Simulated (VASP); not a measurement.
Write the native input for VASP 6.6.1 that does the following.

| Quantity | Value |
| --- | --- |
| Task | single point |
| Functional | r2SCAN |
| Potentials or basis | VASP PAW PBE potentials, release 64 (Sr_sv, Ti_sv, O) |
| Cutoff | 520 eV |
| k mesh | 6 × 6 × 6 |
| Occupations | gaussian, width 0.01 eV |
| Spin | no spin polarisation |
| Dipole correction | no |
| Further INCAR settings | ALGO = Normal; EDIFF = 1e-06; NBANDS = 28 |

Crystal: SrTiO3.

```xyz
5
Lattice="3.9069 0.0000 0.0000 0.0000 3.9069 0.0000 0.0000 0.0000 3.9069" Properties=species:S:1:pos:R:3 pbc="T T T"
Sr    0.0000    0.0000    0.0000
Ti    1.9534    1.9534    1.9534
O     1.9534    0.0000    1.9534
O     1.9534    1.9534    0.0000
O     0.0000    1.9534    1.9534
```

One way to write it, as run:

POSCAR

```
SrTiO3
1.0
    3.9068515027      0.0000000000      0.0000000000
    0.0000000000      3.9068515027      0.0000000000
    0.0000000000      0.0000000000      3.9068515027
Sr Ti O
1 1 3
Direct
    0.0000000000      0.0000000000      0.0000000000
    0.5000000000      0.5000000000      0.5000000000
    0.5000000000      0.0000000000      0.5000000000
    0.5000000000      0.5000000000      0.0000000000
    0.0000000000      0.5000000000      0.5000000000
```

INCAR.step1

```
SYSTEM = SrTiO3
  ALGO = Normal
  EDIFF = 1E-4
  ENCUT = 520
  GGA = PE
  ISMEAR = 0
  LASPH = .TRUE.
  LCHARG = .FALSE.
  LREAL = .FALSE.
  LWAVE = .TRUE.
  NBANDS = 28
  NELM = 80
  PREC = Accurate
  SIGMA = 0.01
```

INCAR.step2

```
SYSTEM = SrTiO3
  ALGO = Normal
  EDIFF = 1E-6
  ENCUT = 520
  ISIF = 2
  ISMEAR = 0
  ISTART = 1
  LASPH = .TRUE.
  LCHARG = .FALSE.
  LMIXTAU = .TRUE.
  LREAL = .FALSE.
  LWAVE = .FALSE.
  METAGGA = R2SCAN
  NBANDS = 28
  NELM = 80
  PREC = Accurate
  SIGMA = 0.01
```

KPOINTS

```
k-points
0
G
  6 6 6
  0 0 0
```

Potentials or basis: VASP PAW PBE potentials, release 64 (Sr_sv, Ti_sv, O).

Launch:

```console
$ cat potpaw_PBE.64/Sr_sv/POTCAR potpaw_PBE.64/Ti_sv/POTCAR potpaw_PBE.64/O/POTCAR > POTCAR
$ cp INCAR.step1 INCAR
$ mpirun -np 1 vasp_std > vasp.out
$ cp INCAR.step2 INCAR
$ mpirun -np 1 vasp_std > vasp.out
```

Results of the run:

```
Pressure               : 0.9 GPa
Band gap on the k mesh : 2.27 eV (least direct gap 2.66 eV)
```

Caveat: the PAW data sets were made with another functional, which shifts forces and pressure a little.

It took 6.2 min on 1 thread of Intel Xeon 8259CL, with other jobs on the host, peak memory 0.19 GiB.
